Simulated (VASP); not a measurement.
# HgTe (F-43m) in VASP: single point with PBE

Aim: the single point of HgTe with PBE.

All numbers are computed with VASP 6.6.1; they aren't measurements. Logs are shortened: lines on timing, memory, paths and dates and some standing lists are left out, and cuts for length are marked.

### 1 The cell of the first run

The structure is cubic, space group F-43m (No. 216). The conventional cell has a = 6.653 Å, b = 6.653 Å, c = 6.653 Å, α = 90.00°, β = 90.00°, γ = 90.00°. Within 3.8 Å of Hg (site symmetry -43m) lie 4 Te at 2.88 Å. Within 3.8 Å of Te (site symmetry -43m) lie 4 Hg at 2.88 Å.

### 2 Single point, PBE

Input file INCAR:

```
PREC     = Accurate       # precision mode
ENCUT    = 500            # plane-wave cutoff, eV
EDIFF    = 1E-6           # SCF threshold, eV
ISMEAR   = 1              # smearing method
SIGMA    = 0.1            # smearing width, eV
LREAL    = F              # projectors in reciprocal space
LASPH    = T              # aspherical terms in the spheres
NELM     = 120            # most SCF steps
ALGO     = Normal         # electronic algorithm
ISIF     = 2              # what is computed and relaxed
LWAVE    = F              # write WAVECAR
LCHARG   = T              # write CHGCAR
GGA      = PE             # functional
LELF     = T              # ELF
LVHAR    = T            
NBANDS   = 16             # bands
ISYM     = 0            
GGA_COMPAT= F
```

Input file KPOINTS:

```
Automatic mesh
0
Gamma
  12 12 12
  0.5 0.5 0.5
```

Input file POSCAR:

```
HgTe
1.0
    0.0000000000      3.3264077944      3.3264077944
    3.3264077944      0.0000000000      3.3264077944
    3.3264077944      3.3264077944      0.0000000000
Hg Te
1 1
Direct
    0.0000000000      0.0000000000      0.0000000000
    0.2500000000      0.2500000000      0.2500000000
```

Potentials or basis: VASP PAW PBE potentials, release 64 (Hg, Te).

The run is started by

```sh
cat potpaw_PBE.64/Hg/POTCAR potpaw_PBE.64/Te/POTCAR > POTCAR
mpirun -np 1 vasp_std > vasp.out
```

OUTCAR:

```text
PREC = Accurate
   ENCUT = 500
   EDIFF = 1E-6
   ISMEAR = 1
   LREAL = F
   LASPH = T
   NELM = 120
   ISIF = 2
   GGA = PE
   ISYM = 0

 ion  position               nearest neighbor table
   1  0.000  0.000  0.000-   2 2.88   2 2.88   2 2.88   2 2.88
   2  0.250  0.250  0.250-   1 2.88   1 2.88   1 2.88   1 2.88

IMPORTANT INFORMATION: All symmetrisations will be switched off!
NOSYMM: (Re-)initialisation of all symmetry stuff for point group C_1.

----------------------------------------------------------------------------------------

                                     Primitive cell

  volume of cell :      73.6133

  direct lattice vectors                    reciprocal lattice vectors
     0.000000000  3.326407794  3.326407794    -0.150312298  0.150312298  0.150312298
     3.326407794  0.000000000  3.326407794     0.150312298 -0.150312298  0.150312298
     3.326407794  3.326407794  0.000000000     0.150312298  0.150312298 -0.150312298

  length of vectors
     4.704251017  4.704251017  4.704251017     0.260348537  0.260348537  0.260348537

  position of ions in fractional coordinates (direct lattice)
     0.000000000  0.000000000  0.000000000
     0.250000000  0.250000000  0.250000000

  ion indices of the primitive-cell ions
   primitive index   ion index
                 1           1
                 2           2

----------------------------------------------------------------------------------------

 KPOINTS: Automatic mesh

Automatic generation of k-mesh.
 Grid dimensions read from file:
 generate k-points for:   12   12   12

 Generating k-lattice:

  Cartesian coordinates                     Fractional coordinates (reciprocal lattice)
    -0.012526025  0.012526025  0.012526025     0.083333333  0.000000000  0.000000000
     0.012526025 -0.012526025  0.012526025     0.000000000  0.083333333  0.000000000
     0.012526025  0.012526025 -0.012526025     0.000000000  0.000000000  0.083333333

  Length of vectors
     0.021695711  0.021695711  0.021695711

  Shift w.r.t. Gamma in fractional coordinates (k-lattice)
     0.500000000  0.500000000  0.500000000

 Subroutine IBZKPT returns following result:
 ===========================================

 Found   3456 irreducible k-points:

 Following reciprocal coordinates:
            Coordinates               Weight
  0.041667  0.041667  0.041667      2.000000
  0.041667  0.000000  0.000000      2.000000
  0.000000  0.000000 -0.041667      2.000000
  0.000000  0.041667  0.000000      2.000000
  0.125000  0.041667  0.041667      2.000000
  0.041667  0.125000  0.041667      2.000000
[... 16 lines left out ...]
  0.000000  0.166667 -0.041667      2.000000
  0.166667  0.000000 -0.041667      2.000000
 [... further k-points ...]
   k-points           NKPTS =   3456   k-points in BZ     NKDIM =   3456   number of bands    NBANDS=     16
   number of dos      NEDOS =    301   number of ions     NIONS =      2
   total plane-waves  NPLWV =  46656
   dimension x,y,z NGX =    36 NGY =   36 NGZ =   36
   dimension x,y,z NGXF=    72 NGYF=   72 NGZF=   72
   ions per type =               1   1
   NGX,Y,Z   is equivalent  to a cutoff of  12.72, 12.72, 12.72 a.u.
   NGXF,Y,Z  is equivalent  to a cutoff of  25.44, 25.44, 25.44 a.u.
 SYSTEM =  unknown system
   PREC   = accura    normal or accurate (medium, high low for compatibility)
   ISTART =      0    job   : 0-new  1-cont  2-samecut
   ICHARG =      2    charge: 1-file 2-atom 10-const
   ISPIN  =      1    spin polarized calculation?
   LNONCOLLINEAR =      F non collinear calculations
   LSORBIT =      F    spin-orbit coupling
   LASPH  =      T    aspherical Exc in radial PAW
   ENCUT  =  500.0 eV  36.75 Ry    6.06 a.u.   8.58  8.58  8.58*2*pi/ulx,y,z
   NELM   =    120;   NELMIN=  2; NELMDL= -5     # of ELM steps
   EDIFF  = 0.1E-05   stopping-criterion for ELM
   LREAL  =      F    real-space projection
   EDIFFG = 0.1E-04   stopping-criterion for IOM
   NSW    =      0    number of steps for IOM
   IBRION =     -1    ionic relax: 0-MD 1-quasi-New 2-CG
   NFREE  =      0    steps in history (QN), initial steepest desc. (CG)
   ISIF   =      2    stress and relaxation
   ISYM   =      0    0-nonsym 1-usesym 2-fastsym
   POTIM  = 0.5000    time-step for ionic-motion
   TEBEG  =    0.0;   TEEND  =   0.0 temperature during run
   PSTRESS=    0.0 pullay stress
   NELECT =      18.0000    total number of electrons
   NUPDOWN=      -1.0000    fix difference up-down
   EMIN   =  10.00;   EMAX   =-10.00  energy-range for DOS
   EFERMI =   0.00;   METHOD = LEGACY
   ISMEAR =     1;   SIGMA  =   0.10  broadening in eV -4-tet -1-fermi 0-gaus
   EFERMI_NEDOS =   21; number of points for ismear=-14 and -15
   IALGO  =     38    algorithm
   IMIX   =      4    mixing-type and parameters
     AMIX     =   0.40;   BMIX     =  1.00
     AMIX_MAG =   1.60;   BMIX_MAG =  1.00
  volume/ion in A,a.u.               =      36.81       248.38
  Fermi-wavevector in a.u.,A,eV,Ry     =   1.023718  1.934546 14.258875  1.047998
  Thomas-Fermi vector in A             =   2.157466
   LORBIT       =      0    0 simple, 1 ext, 2 COOP (PROOUT), +10 PAW based schemes
   GGA     = PE    functional components
   LHFCALC =     F    Hartree Fock is set to
   AEXX    =    0.0000 exact exchange contribution
   IVDW    =     0    specifies the selected vdW correction
   LEPSILON=     F    determine dielectric tensor
   LRPA    =     F    only Hartree local field effects (RPA)
 non-spin polarized calculation
 Methfessel and Paxton  Order N= 1 SIGMA  =   0.10
  energy-cutoff  :      500.00
  volume of cell :       73.61
 maximum number of plane-waves:      1887
   NGX = 17   NGY = 17   NGZ = 17

 number of electron      17.9999998 magnetization

 Free energy of the ion-electron system (eV)
  ---------------------------------------------------
  ext. energy  EPLUGINS =         0.00000000
  ---------------------------------------------------
  free energy    TOTEN  =        -3.65193500 eV

  energy without entropy =       -3.65209833  energy(sigma->0) =       -3.65198945

 E-fermi :   2.2501     XC(G=0):  -8.3541

 val. band max:        2.2078628172   @ k =   0.0417   0.0000   0.0000
 cond. band min:       2.3474960547   @ k =   0.0417   0.0000   0.0000
 fundamental gap:      0.1396332375
 Fermi energy:         2.2501249683

 k-point     1 :       0.0417    0.0417    0.0417
  band No.  band energies     occupation
      1      -9.1757      2.00000
      2      -4.6592      2.00000
      3      -4.6592      2.00000
      4      -4.6582      2.00000
      5      -4.2301      2.00000
      6      -4.2301      2.00000
[... 8 lines left out ...]
     15      11.4683      0.00000
     16      11.4683      0.00000

 k-point     2 :       0.0417    0.0000    0.0000
  band No.  band energies     occupation
      1      -9.1757      2.00000
      2      -4.6592      2.00000
      3      -4.6592      2.00000
      4      -4.6582      2.00000
      5      -4.2301      2.00000
      6      -4.2301      2.00000
[... 8 lines left out ...]
     15      11.4683      0.00000
     16      11.4683      0.00000

 k-point     3 :       0.0000    0.0000   -0.0417
  band No.  band energies     occupation
      1      -9.1757      2.00000
      2      -4.6592      2.00000
      3      -4.6592      2.00000
      4      -4.6582      2.00000
      5      -4.2301      2.00000
      6      -4.2301      2.00000
[... 8 lines left out ...]
     15      11.4683      0.00000
     16      11.4683      0.00000

 k-point     4 :       0.0000    0.0417    0.0000
  band No.  band energies     occupation
      1      -9.1757      2.00000
      2      -4.6592      2.00000
      3      -4.6592      2.00000
      4      -4.6582      2.00000
      5      -4.2301      2.00000
      6      -4.2301      2.00000
[... 8 lines left out ...]
     15      11.4683      0.00000
     16      11.4683      0.00000

 k-point     5 :       0.1250    0.0417    0.0417
  band No.  band energies     occupation
      1      -9.1374      2.00000
      2      -4.6506      2.00000
      3      -4.6459      2.00000
      4      -4.6414      2.00000
      5      -4.2334      2.00000
      6      -4.2288      2.00000
[... 8 lines left out ...]
     15      10.8899      0.00000
     16      11.1562      0.00000

 k-point     6 :       0.0417    0.1250    0.0417
  band No.  band energies     occupation
      1      -9.1374      2.00000
      2      -4.6506      2.00000
      3      -4.6459      2.00000
      4      -4.6414      2.00000
      5      -4.2334      2.00000
      6      -4.2288      2.00000
[... 8 lines left out ...]
     15      10.8899      0.00000
     16      11.1562      0.00000
[... 267 lines left out ...]
 k-point    21 :       0.2083    0.1667    0.1667
  band No.  band energies     occupation
      1      -9.0496      2.00000
      2      -4.6289      2.00000
      3      -4.6215      2.00000
      4      -4.5896      2.00000
      5      -4.2361      2.00000
      6      -4.2276      2.00000
[... 8 lines left out ...]
     15      10.5340      0.00000
     16      10.8984      0.00000

 k-point    22 :       0.0417   -0.1667    0.0000
  band No.  band energies     occupation
      1      -9.0496      2.00000
      2      -4.6289      2.00000
      3      -4.6215      2.00000
      4      -4.5896      2.00000
      5      -4.2361      2.00000
      6      -4.2276      2.00000
[... 8 lines left out ...]
     15      10.5340      0.00000
     16      10.8984      0.00000

 k-point    23 :       0.0000    0.1667   -0.0417
  band No.  band energies     occupation
      1      -9.0496      2.00000
      2      -4.6289      2.00000
      3      -4.6215      2.00000
      4      -4.5896      2.00000
      5      -4.2361      2.00000
      6      -4.2276      2.00000
[... 8 lines left out ...]
     15      10.5340      0.00000
     16      10.8984      0.00000

 k-point    24 :       0.1667    0.0000   -0.0417
  band No.  band energies     occupation
      1      -9.0496      2.00000
      2      -4.6289      2.00000
      3      -4.6215      2.00000
      4      -4.5896      2.00000
      5      -4.2361      2.00000
      6      -4.2276      2.00000
[... 8 lines left out ...]
     15      10.5340      0.00000
     16      10.8984      0.00000

 [... further k-points ...]
[... 5 lines left out ...]
  --------------------------------------------------------------------------------------
  -------------------------------------------------------------------------------------
  Total        0.0063087      0.0063088      0.0063092     -0.0000005     -0.0000003      0.0000002
  in kB        0.1373082      0.1373103      0.1373173     -0.0000100     -0.0000065      0.0000033
  external PRESSURE =       0.1373119 kB  Pullay stress =       0.0000000 kB

 VOLUME and BASIS-vectors are now :
 -----------------------------------------------------------------------------
  energy-cutoff  :      500.00
  volume of cell :       73.61
      direct lattice vectors                 reciprocal lattice vectors
     0.000000000  3.326407794  3.326407794    -0.150312298  0.150312298  0.150312298
     3.326407794  0.000000000  3.326407794     0.150312298 -0.150312298  0.150312298
     3.326407794  3.326407794  0.000000000     0.150312298  0.150312298 -0.150312298

 POSITION                                       TOTAL-FORCE (eV/Angst)
 -----------------------------------------------------------------------------------
      0.00000      0.00000      0.00000         0.000000      0.000000      0.000000
      1.66320      1.66320      1.66320        -0.000000     -0.000000     -0.000000
 -----------------------------------------------------------------------------------
    total drift:                               -0.000000      0.000000     -0.000000

  FREE ENERGIE OF THE ION-ELECTRON SYSTEM (eV)
  ---------------------------------------------------
  free  energy   TOTEN  =        -3.6519350046 eV

  energy  without entropy=       -3.6520983326  energy(sigma->0) =       -3.65198945
```

It took 59 min on 1 thread of AMD EPYC 9R14 (Zen 4), shared host; peak memory 3.5 GiB.

Results:

- Free energy: -3.6519 eV
- Pressure: 0.0 GPa
- Band gap on the k mesh: 0.14 eV

Caveat: spin-orbit coupling is left out, which moves the levels of the heavy elements; a shifted mesh leaves out Γ, where band edges can lie.
